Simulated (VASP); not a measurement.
Here is a VASP 6.6.1 calculation.

INCAR

```
SYSTEM = PtSe2
ALGO = Normal
EDIFF = 1E-6
ENCUT = 520
GGA = PS
ISIF = 2
ISMEAR = -1
LASPH = .TRUE.
LCHARG = .FALSE.
LREAL = .FALSE.
LWAVE = .FALSE.
NBANDS = 18
NELM = 60
PREC = Accurate
SIGMA = 0.05
```

File KPOINTS:

```
k-points
0
G
  8 8 5
  0 0 0
```

POSCAR

```
PtSe2
1.0
    3.7970381507      0.0000000000      0.0000000000
   -1.8985190754      3.2883314977      0.0000000000
    0.0000000000      0.0000000000      5.1612801071
Pt Se
1 2
Direct
    0.0000000000      0.0000000000      0.0000000000
    0.6666666667      0.3333333333      0.7500000000
    0.3333333333      0.6666666667      0.2500000000
```

Potentials or basis: VASP PAW PBE potentials, release 64 (Pt, Se).

Command:

```bash
$ cat potpaw_PBE.64/Pt/POTCAR potpaw_PBE.64/Se/POTCAR > POTCAR
$ mpirun -np 1 vasp_std > vasp.out
```

**Question.** What does it give for the band gap on the k mesh?

**Answer.** Zero (band 11 reaches 6.00 eV, above the bottom of band 12 at 5.68 eV).

**Question.** What does it give for the largest force?

**Answer.** 0.321 eV/Å.

**Question.** What does it give for the pressure?

**Answer.** -4.8 GPa.

Stress tensor (GPa, compression positive):
```
-5.17  0.00  0.00
 0.00 -5.17  0.00
 0.00  0.00 -4.02
```

Caveat: the PAW data sets were made with another functional, which shifts forces and pressure a little; spin-orbit coupling is left out, which moves the levels of the heavy elements.
